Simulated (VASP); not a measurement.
# PtS2 (P1) in VASP: further runs

Runs on PtS2. Level: PBEsol. Tasks: single point.

Program: VASP 6.6.1. These are calculated values, not measurements. Logs are shortened: lines on timing, memory, paths and dates and some standing lists are left out, and cuts for length are marked.

## 1. The cell of the first run

The typed cell holds 3 atoms: a = 3.543 Å, b = 3.543 Å, c = 5.039 Å, α = 90.00°, β = 90.00°, γ = 120.00°.

## 2. Single point, PBEsol (all S atoms moved +0.175 Å, as atom 2 along Cartesian [1 -1 0])

INCAR reads:

```
SYSTEM = PtS2
  PREC = Accurate
  ENCUT = 520
  EDIFF = 1E-6
  ISMEAR = 0
  SIGMA = 0.05
  LREAL = .False.
  LASPH = .True.
  NELM = 80
  ALGO = Normal
  ISIF = 2
  LWAVE = .False.
  LCHARG = .False.
  GGA = PS
  NBANDS = 18
```

KPOINTS reads:

```
Automatic mesh
0
Gamma
  12 12 8
  0 0 0
```

POSCAR reads:

```
PtS2
1.0
    3.5431994758      0.0000000000      0.0000000000
   -1.7715997379      3.0685007567      0.0000000000
    0.0000000000      0.0000000000      5.0388000000
Pt S
1 2
Direct
    0.0000000000      0.0000000000      0.0000000000
    0.3480940704      0.6263395830      0.2500000000
    0.6814274037      0.2930062497      0.7500000000
```

Potentials or basis: VASP PAW PBE potentials, release 64 (Pt, S).

The run is started by

```bash
> cat potpaw_PBE.64/Pt/POTCAR potpaw_PBE.64/S/POTCAR > POTCAR
> mpirun -np 1 vasp_std > vasp.out
```

OUTCAR:

```text
SYSTEM = PtS2
   PREC = Accurate
   ENCUT = 520
   EDIFF = 1E-6
   ISMEAR = 0
   LREAL = .False.
   LASPH = .True.
   NELM = 80
   ISIF = 2
   GGA = PS

 ion  position               nearest neighbor table
   1  0.000  0.000  0.000-   3 2.26   2 2.30   2 2.37   3 2.45   3 2.51   2 2.55
   2  0.348  0.626  0.250-   1 2.30   1 2.37   1 2.55
   3  0.681  0.293  0.750-   1 2.26   1 2.45   1 2.51

  LATTYP: Found a hexagonal cell.
 ALAT       =     3.5431994758
 C/A-ratio  =     1.4221045229

  Lattice vectors:

 A1 = (   3.5431994758,   0.0000000000,   0.0000000000)
 A2 = (  -1.7715997379,   3.0685007567,   0.0000000000)
 A3 = (   0.0000000000,   0.0000000000,   5.0388000000)

Analysis of symmetry for initial positions (statically):
=====================================================================
 Subroutine PRICEL returns:
 Original cell was already a primitive cell.

 Routine SETGRP: Setting up the symmetry group for a
 hexagonal supercell.

 Subroutine GETGRP returns: Found  1 space group operations
 (whereof  1 operations were pure point group operations)
 out of a pool of 24 trial point group operations.

The static configuration has the point symmetry C_1 .

Analysis of symmetry for dynamics (positions and initial velocities):
=====================================================================
 Subroutine PRICEL returns:
 Original cell was already a primitive cell.

 Routine SETGRP: Setting up the symmetry group for a
 hexagonal supercell.

 Subroutine GETGRP returns: Found  1 space group operations
 (whereof  1 operations were pure point group operations)
 out of a pool of 24 trial point group operations.

The dynamic configuration has the point symmetry C_1 .

 Subroutine INISYM returns: Found  1 space group operations
 (whereof  1 operations are pure point group operations),
 and found     1 'primitive' translations

----------------------------------------------------------------------------------------

                                     Primitive cell

  volume of cell :      54.7834

  direct lattice vectors                    reciprocal lattice vectors
     3.543199476  0.000000000  0.000000000     0.282230794  0.162946025  0.000000000
    -1.771599738  3.068500757  0.000000000     0.000000000  0.325892049  0.000000000
[... 77 lines left out ...]
 SYSTEM =  PtS2
   PREC   = accura    normal or accurate (medium, high low for compatibility)
   ISTART =      0    job   : 0-new  1-cont  2-samecut
   ICHARG =      2    charge: 1-file 2-atom 10-const
   ISPIN  =      1    spin polarized calculation?
   LNONCOLLINEAR =      F non collinear calculations
   LSORBIT =      F    spin-orbit coupling
   LASPH  =      T    aspherical Exc in radial PAW
   ENCUT  =  520.0 eV  38.22 Ry    6.18 a.u.   6.59  6.59  9.37*2*pi/ulx,y,z
   NELM   =     80;   NELMIN=  2; NELMDL= -5     # of ELM steps
   EDIFF  = 0.1E-05   stopping-criterion for ELM
   LREAL  =      F    real-space projection
   EDIFFG = 0.1E-04   stopping-criterion for IOM
   NSW    =      0    number of steps for IOM
   IBRION =     -1    ionic relax: 0-MD 1-quasi-New 2-CG
   NFREE  =      0    steps in history (QN), initial steepest desc. (CG)
   ISIF   =      2    stress and relaxation
   ISYM   =      2    0-nonsym 1-usesym 2-fastsym
   POTIM  = 0.5000    time-step for ionic-motion
   TEBEG  =    0.0;   TEEND  =   0.0 temperature during run
   PSTRESS=    0.0 pullay stress
   NELECT =      22.0000    total number of electrons
   NUPDOWN=      -1.0000    fix difference up-down
   EMIN   =  10.00;   EMAX   =-10.00  energy-range for DOS
   EFERMI =   0.00;   METHOD = LEGACY
   ISMEAR =     0;   SIGMA  =   0.05  broadening in eV -4-tet -1-fermi 0-gaus
   EFERMI_NEDOS =   21; number of points for ismear=-14 and -15
   IALGO  =     38    algorithm
   IMIX   =      4    mixing-type and parameters
     AMIX     =   0.40;   BMIX     =  1.00
     AMIX_MAG =   1.60;   BMIX_MAG =  1.00
  volume/ion in A,a.u.               =      18.26       123.23
  Fermi-wavevector in a.u.,A,eV,Ry     =   1.207812  2.282434 19.848319  1.458810
  Thomas-Fermi vector in A             =   2.343439
   LORBIT       =      0    0 simple, 1 ext, 2 COOP (PROOUT), +10 PAW based schemes
   GGA     = PS    functional components
   LHFCALC =     F    Hartree Fock is set to
   AEXX    =    0.0000 exact exchange contribution
   IVDW    =     0    specifies the selected vdW correction
   LEPSILON=     F    determine dielectric tensor
   LRPA    =     F    only Hartree local field effects (RPA)
 non-spin polarized calculation
 Gauss-broadening in eV      SIGMA  =   0.05
  energy-cutoff  :      520.00
  volume of cell :       54.78
 maximum number of plane-waves:      1507
   NGX = 13   NGY = 13   NGZ = 19

 number of electron      22.0000001 magnetization

 Free energy of the ion-electron system (eV)
  ---------------------------------------------------
  ext. energy  EPLUGINS =         0.00000000
  ---------------------------------------------------
  free energy    TOTEN  =       -16.72203314 eV

  energy without entropy =      -16.72203314  energy(sigma->0) =      -16.72203314

 E-fermi :   6.9259     XC(G=0): -10.8831

 val. band max:        6.7320457512   @ k =   0.1667  -0.1667   0.2500
 cond. band min:       7.1626311822   @ k =  -0.2500   0.0000   0.3750
 fundamental gap:      0.4305854310
 Fermi energy:         6.9258775477

 k-point     1 :       0.0000    0.0000    0.0000
  band No.  band energies     occupation
      1      -8.5213      2.00000
      2      -5.7129      2.00000
      3      -0.3866      2.00000
      4       0.2921      2.00000
      5       0.3073      2.00000
      6       2.6759      2.00000
[... 481 lines left out ...]
      5       0.7174      2.00000
      6       1.9012      2.00000
[... 10 lines left out ...]
     17      15.6998      0.00000
     18      16.1387      0.00000

 [... further k-points ...]
[... 5 lines left out ...]
  --------------------------------------------------------------------------------------
  -------------------------------------------------------------------------------------
  Total       -0.0091809     -0.0262847     -0.9271092     -0.2798661     -0.0012305      0.5360820
  in kB       -0.2685010     -0.7687136    -27.1139340     -8.1848711     -0.0359875     15.6780784
  external PRESSURE =      -9.3837162 kB  Pullay stress =       0.0000000 kB

 VOLUME and BASIS-vectors are now :
 -----------------------------------------------------------------------------
  energy-cutoff  :      520.00
  volume of cell :       54.78
      direct lattice vectors                 reciprocal lattice vectors
     3.543199476  0.000000000  0.000000000     0.282230794  0.162946025  0.000000000
    -1.771599738  3.068500757  0.000000000     0.000000000  0.325892049  0.000000000
     0.000000000  0.000000000  5.038800000     0.000000000  0.000000000  0.198459951

 POSITION                                       TOTAL-FORCE (eV/Angst)
 -----------------------------------------------------------------------------------
      0.00000      0.00000      0.00000         1.978836     -1.976696      0.058094
      0.12374      1.92192      1.25970        -0.775673      0.987912     -0.346440
      1.89534      0.89909      3.77910        -1.203163      0.988785      0.288346
 -----------------------------------------------------------------------------------
    total drift:                               -0.000037     -0.000030     -0.000003

  FREE ENERGIE OF THE ION-ELECTRON SYSTEM (eV)
  ---------------------------------------------------
  free  energy   TOTEN  =       -16.7220331402 eV

  energy  without entropy=      -16.7220331402  energy(sigma->0) =      -16.72203314
```

OSZICAR:

```text
N       E                     dE             d eps       ncg     rms          rms(c)
DAV:   1     0.108260793523E+03    0.10826E+03   -0.10393E+04 21232   0.109E+03
DAV:   2    -0.127193340961E+02   -0.12098E+03   -0.11702E+03 25496   0.219E+02
DAV:   3    -0.180047147866E+02   -0.52854E+01   -0.52465E+01 26442   0.462E+01
DAV:   4    -0.180586098699E+02   -0.53895E-01   -0.53868E-01 27358   0.519E+00
DAV:   5    -0.180593954951E+02   -0.78563E-03   -0.78557E-03 26602   0.613E-01    0.184E+01
DAV:   6    -0.170090159656E+02    0.10504E+01   -0.60862E+00 21830   0.243E+01    0.120E+01
DAV:   7    -0.167510431403E+02    0.25797E+00   -0.11905E+00 21598   0.113E+01    0.572E+00
DAV:   8    -0.167259389042E+02    0.25104E-01   -0.73644E-02 23138   0.187E+00    0.117E+00
DAV:   9    -0.167219519187E+02    0.39870E-02   -0.88608E-03 24400   0.974E-01    0.248E-01
DAV:  10    -0.167220175627E+02   -0.65644E-04   -0.16692E-03 24688   0.260E-01    0.868E-02
DAV:  11    -0.167220322127E+02   -0.14650E-04   -0.65420E-05 28568   0.640E-02    0.508E-02
DAV:  12    -0.167220331402E+02   -0.92749E-06   -0.59064E-06 24008   0.223E-02
   1 F= -.16722033E+02 E0= -.16722033E+02  d E =-.145725E-10
```

Run time: 3.4 min. Hardware: 1 thread of Oxide Virtual Turin-like, shared host; peak memory 0.58 GiB.

What came out:

```yaml
Free_energy: -16.7220 eV
Pressure: -0.9 GPa
Largest_force: 2.798 eV/Å
Band_gap_on_the_k_mesh: 0.43 eV (least direct gap 0.76 eV)
```

Forces in eV/Å, atoms in the order of the input:
```
Pt   1.979 -1.977  0.058
S   -0.776  0.988 -0.346
S   -1.203  0.989  0.288
```

Levels at points of the mesh, in eV from the valence-band top:
```
           k point  band 7  band 8  band 9  band 10  band 11  band 12  band 13  band 14  band 15  band 16
(0.00, 0.00, 0.00)   -3.99   -2.35   -0.83    -0.70    -0.10     1.72     1.81     4.55     5.08     8.01
(0.50, 0.00, 0.00)   -3.54   -3.38   -3.03    -2.96    -2.24     1.25     2.19     5.14     6.55     7.72
(0.00, 0.50, 0.00)   -3.58   -3.34   -3.02    -2.91    -2.32     1.24     2.32     5.24     6.45     7.73
(0.50, 0.50, 0.00)   -3.63   -3.34   -2.93    -2.88    -2.41     1.23     2.45     5.35     6.34     7.74
(0.00, 0.00, 0.50)   -4.03   -2.77   -1.46    -1.14    -0.90     2.28     2.39     5.59     6.70     7.68
(0.50, 0.00, 0.50)   -3.57   -3.15   -3.00    -2.02    -1.38     1.14     1.99     4.86     5.41     7.34
(0.00, 0.50, 0.50)   -3.48   -3.17   -2.92    -2.18    -1.38     1.27     2.06     4.87     5.30     7.37
(0.50, 0.50, 0.50)   -3.41   -3.21   -2.74    -2.43    -1.37     1.42     2.13     4.87     5.17     7.40
```

Caveat: the cell differs from its parent crystal (all S atoms moved +0.175 Å, as atom 2 along Cartesian [1 -1 0]); the PAW data sets were made with another functional, which shifts forces and pressure a little; spin-orbit coupling is left out, which moves the levels of the heavy elements.

## 3. Single point, PBEsol (all S atoms moved +0.125 Å, as atom 2 along Cartesian [1 -1 0])

INCAR reads:

```
SYSTEM = PtS2
ALGO     = Normal         ! electronic algorithm
EDIFF    = 1E-6           ! SCF threshold, eV
ENCUT    = 520            ! plane-wave cutoff, eV
GGA      = PS             ! functional
ISIF     = 2              ! what is computed and relaxed
ISMEAR   = 0              ! smearing method
LASPH    = .True.         ! aspherical terms in the spheres
LCHARG   = .False.        ! write CHGCAR
LREAL    = .False.        ! projectors in reciprocal space
LWAVE    = .False.        ! write WAVECAR
NBANDS   = 18             ! bands
NELM     = 60             ! most SCF steps
PREC     = Accurate       ! precision mode
SIGMA    = 0.05           ! smearing width, eV
```

KPOINTS reads:

```
k-points
0
Gamma
  12 12 8
  0 0 0
```

POSCAR reads:

```
PtS2
1.0
    3.5431994758      0.0000000000      0.0000000000
   -1.7715997379      3.0685007567      0.0000000000
    0.0000000000      0.0000000000      5.0388000000
Pt S
1 2
Direct
    0.0000000000      0.0000000000      0.0000000000
    0.3438767170      0.6378616069      0.2500000000
    0.6772100503      0.3045282736      0.7500000000
```

Potentials or basis: VASP PAW PBE potentials, release 64 (Pt, S).

The run is started by

```bash
> cat potpaw_PBE.64/Pt/POTCAR potpaw_PBE.64/S/POTCAR > POTCAR
> mpirun -np 1 vasp_std > vasp.out
```

Run time: 4.4 min. Hardware: 1 thread of Oxide Virtual Turin-like, shared host; peak memory 0.57 GiB.

The run converged. Its results:

* Free energy: -16.8415 eV
* Pressure: -2.0 GPa
* Largest force: 1.983 eV/Å
* Band gap on the k mesh: 0.51 eV (least direct gap 0.75 eV)

Forces in eV/Å, atoms in the order of the input:
```
Pt   1.402 -1.402  0.021
S   -0.593  0.701 -0.465
S   -0.809  0.701  0.444
```

Stress tensor (GPa, compression positive):
```
-1.15 -0.43  0.79
-0.43 -1.16  0.00
 0.79  0.00 -3.65
```

Levels at points of the mesh, in eV from the valence-band top:
| k point | band 9 | band 10 | band 11 | band 12 | band 13 | band 14 |
| --- | --- | --- | --- | --- | --- | --- |
| (0.00, 0.00, 0.00) | -0.93 | -0.85 | -0.01 | 1.78 | 1.82 | 4.50 |
| (0.50, 0.00, 0.00) | -3.01 | -2.97 | -2.35 | 1.27 | 2.33 | 5.26 |
| (0.00, 0.50, 0.00) | -3.00 | -2.93 | -2.39 | 1.27 | 2.40 | 5.31 |
| (0.50, 0.50, 0.00) | -2.96 | -2.91 | -2.45 | 1.26 | 2.47 | 5.37 |
| (0.00, 0.00, 0.50) | -1.43 | -1.24 | -1.03 | 2.39 | 2.45 | 5.53 |
| (0.50, 0.00, 0.50) | -2.93 | -2.21 | -1.40 | 1.28 | 2.05 | 4.89 |
| (0.00, 0.50, 0.50) | -2.86 | -2.32 | -1.40 | 1.35 | 2.09 | 4.89 |
| (0.50, 0.50, 0.50) | -2.73 | -2.50 | -1.40 | 1.43 | 2.13 | 4.90 |

Caveat: the cell differs from its parent crystal (all S atoms moved +0.125 Å, as atom 2 along Cartesian [1 -1 0]); the PAW data sets were made with another functional, which shifts forces and pressure a little; spin-orbit coupling is left out, which moves the levels of the heavy elements. A k mesh can miss the band edges.
